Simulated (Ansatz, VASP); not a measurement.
# Two plane-wave programs on MgO

The input INCAR:

```
PREC = Accurate
ENCUT = 520
EDIFF = 1E-6
ISMEAR = 0
SIGMA = 0.05
LREAL = False
LASPH = True
NELM = 100
ALGO = Normal
ISIF = 2
LWAVE = False
LCHARG = False
GGA = PE
NBANDS = 16
```

The input KPOINTS:

```
Automatic mesh
0
Gamma
  9 9 6
```

POSCAR

```
MgO
1.0
    3.6622000000      0.0000000000      0.0000000000
   -1.8311000000      3.1715582337      0.0000000000
    0.0000000000      0.0000000000      4.1122000000
Mg O
2 2
Direct
    0.6666666667      0.3333333333      0.7500000000
    0.3333333333      0.6666666667      0.2500000000
    0.6666666667      0.3333333333      0.2500000000
    0.3333333333      0.6666666667      0.7500000000
```

Input for Ansatz:

```yaml
crystal:
  lattice:
    - [3.6622, 0.0, 0.0]
    - [-1.8311, 3.1715582337, 0.0]
    - [0.0, 0.0, 4.1122]
  atoms:
    - { symbol: Mg, position: [0.6666666667, 0.3333333333, 0.75] }
    - { symbol: Mg, position: [0.3333333333, 0.6666666667, 0.25] }
    - { symbol: O, position: [0.6666666667, 0.3333333333, 0.25] }
    - { symbol: O, position: [0.3333333333, 0.6666666667, 0.75] }
basis:
  ecutwfc: 520.0
kpoints:
  mp_grid: { grid: [9, 9, 6] }
hamiltonian:
  xc: pbe
  pseudopotentials: { kind: paw, azcp: { folder: soft_1 } }
scf:
  occupations: { method: gaussian, width: 0.05 }
output:
  forces: true
  stress: true
  eigenvalues: true
```

Alike in both runs: task single point; functional PBE; k mesh 9 × 9 × 6; occupations gaussian, width 0.05 eV; no spin polarisation.

```csv
,VASP,Ansatz
version,VASP 6.6.1,Ansatz 0.2.0
potentials or method,"VASP PAW PBE potentials, release 64 (Mg, O), cutoff 520 eV","scalar-relativistic, plane waves, PAW"
valence electrons in the cell,16,32
```

```csv
,VASP,Ansatz,Ansatz less VASP
gap on the k mesh at the Fermi level (eV),3.14,3.16,+0.019
least direct gap on the mesh (eV),3.14,3.16,+0.019
pressure (GPa),-4.6,-4.0,+0.57
"traceless stress, the component that is largest in VASP (GPa)",5.95,6.01,+0.061
```

VASP's potentials hold 16 valence electrons a cell and Ansatz's 32, so a difference there can come from the potentials and not from the codes.
